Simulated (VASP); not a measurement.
A run of VASP 6.6.1 is set up as follows.

The input INCAR:

```
ALGO = Normal
EDIFF = 1E-7
ENCUT = 520
GGA = RE
ISIF = 2
ISMEAR = -1
LASPH = T
LCHARG = F
LREAL = F
LWAVE = F
NBANDS = 53
NELM = 60
PREC = Accurate
SIGMA = 0.05
```

KPOINTS

```
k-points
0
Gamma
  8 8 2
```

POSCAR

```
Hf2Pd2Se2Br2O3
1.0
    3.7261300000      0.0000000000      0.0000000000
   -1.8630600000      3.2269200000      0.0000000000
    0.0000000000      0.0000000000     17.0086700000
Hf Pd Se Br O
2 2 2 2 3
Direct
    0.6666700000      0.3333300000      0.9338500000
    0.3333300000      0.6666700000      0.0661500000
    0.0000000000      0.0000000000      0.3029800000
    0.0000000000      0.0000000000      0.6970200000
    0.3333300000      0.6666700000      0.2264900000
    0.6666700000      0.3333300000      0.7735100000
    0.6666700000      0.3333300000      0.3986200000
    0.3333300000      0.6666700000      0.6013800000
    0.3333300000      0.6666700000      0.9268900000
    0.6666700000      0.3333300000      0.0731100000
    0.0000000000      0.0000000000      0.0000000000
```

Potentials or basis: VASP PAW PBE potentials, release 64 (Hf_pv, Pd, Se, Br, O).

The run is started by

```sh
$ cat potpaw_PBE.64/Hf_pv/POTCAR potpaw_PBE.64/Pd/POTCAR potpaw_PBE.64/Se/POTCAR potpaw_PBE.64/Br/POTCAR potpaw_PBE.64/O/POTCAR > POTCAR
$ mpirun -np 1 vasp_std > vasp.out
```

(1) Estimate the largest force.

(2) Estimate the band gap on the k mesh.

(3) What does it give for the pressure?

## Answers

(1) 0.103 eV/Å.

(2) zero (bands 42 and 43 overlap by 0.46 eV).

(3) 1.4 GPa.

Caveat: the PAW data sets were made with another functional, which shifts forces and pressure a little; spin-orbit coupling is left out, which moves the levels of the heavy elements; this functional lacks dispersion, which binds layers or chains, so the pressure and a relaxed spacing across them are unreliable.
